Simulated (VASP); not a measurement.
Set up this calculation in VASP 6.6.1, as the native input.

- Task: single point
- Functional: PBE
- Potentials or basis: VASP PAW PBE potentials, release 64 (Os)
- Cutoff: 520 eV
- k mesh: 6 × 6 × 4
- Occupations: gaussian, width 0.1 eV
- Spin: no spin polarisation
- Dipole correction: no
- Further INCAR settings: ALGO = Fast; EDIFF = 1e-06; NBANDS = 24

The structure of Os lies in POSCAR:

```
Os
1.0
    2.0622585485     -3.4951457981      0.0000000000
    2.0622585485      3.4951457981      0.0000000000
    0.0000000000      0.0000000000      4.1300034079
Os
4
Direct
    0.1525000000      0.8475000000      0.0785000000
    0.6525000000      0.3475000000      0.4215000000
    0.8475000000      0.1525000000      0.9215000000
    0.3475000000      0.6525000000      0.5785000000
```

The input as run:

INCAR

```
PREC     = Accurate       # precision mode
ENCUT    = 520            # plane-wave cutoff, eV
EDIFF    = 1E-6           # SCF threshold, eV
ISMEAR   = 0              # smearing method
SIGMA    = 0.1            # smearing width, eV
LREAL    = False          # projectors in reciprocal space
LASPH    = True           # aspherical terms in the spheres
NELM     = 100            # most SCF steps
ALGO     = Fast           # electronic algorithm
ISIF     = 2              # what is computed and relaxed
LWAVE    = False          # write WAVECAR
LCHARG   = False          # write CHGCAR
GGA      = PE             # functional
NBANDS   = 24             # bands
```

KPOINTS

```
regular mesh
0
Gamma
  6 6 4
```

Potentials or basis: VASP PAW PBE potentials, release 64 (Os).

Command:

```bash
$ cat potpaw_PBE.64/Os/POTCAR > POTCAR
$ mpirun -np 1 vasp_std > vasp.out
```

Results of the run:

```json
{
  "Pressure": "62.2 GPa",
  "Largest force": "0.595 eV/Å",
  "Band gap on the k mesh": "zero (bands 16 and 17 overlap by 0.75 eV)"
}
```

Caveat: the k points lie up to 0.38 Å⁻¹ apart, too coarse for converged energies and pressures of a metal; spin-orbit coupling is left out, which moves the levels of the heavy elements.

It took 41 s on 1 thread of Oxide Virtual Turin-like Processor (shared host), peak memory 0.16 GiB.
